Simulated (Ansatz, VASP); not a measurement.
SnO2: VASP beside Ansatz

```
Sn O
1.0
     4.71351    0.00000    0.00000
     0.00000    4.73668    0.00000
     0.00000    0.00000    3.18662
Sn O
2 4
Direct
  0.50000 0.50000 0.50000
  0.00000 0.00000 0.00000
  0.30409 0.30810 0.00000
  0.80409 0.19190 0.50000
  0.19591 0.80810 0.50000
  0.69591 0.69190 0.00000
```

Alike in both runs: functional LDA; k mesh 4 × 4 × 6; occupations gaussian, width 0.1 eV; no spin polarisation.

Ansatz relaxed the structure, and its values are those at the end. VASP's run is a single point on that final structure, the one shown.

```csv
,VASP,Ansatz
version,VASP 6.6.1,Ansatz 0.2.0
potentials or method,"VASP PAW LDA potentials, release 64 (Sn_d, O), cutoff 520 eV","scalar-relativistic, plane waves, PAW"
valence electrons in the cell,52,52
```

```csv
,VASP,Ansatz,Ansatz less VASP
gap on the k mesh at the Fermi level (eV),1.20,1.18,-0.029
least direct gap on the mesh (eV),1.20,1.18,-0.029
pressure (GPa),1.1,-0.3,-1.39
rms of the force components (eV/Å),0.016,0.004,-0.0124
```

Ansatz warns that its potentials were made for another functional, while VASP's fit it. LDA's correlation is that of Perdew and Zunger in VASP and of Perdew and Wang (1992) in Ansatz.
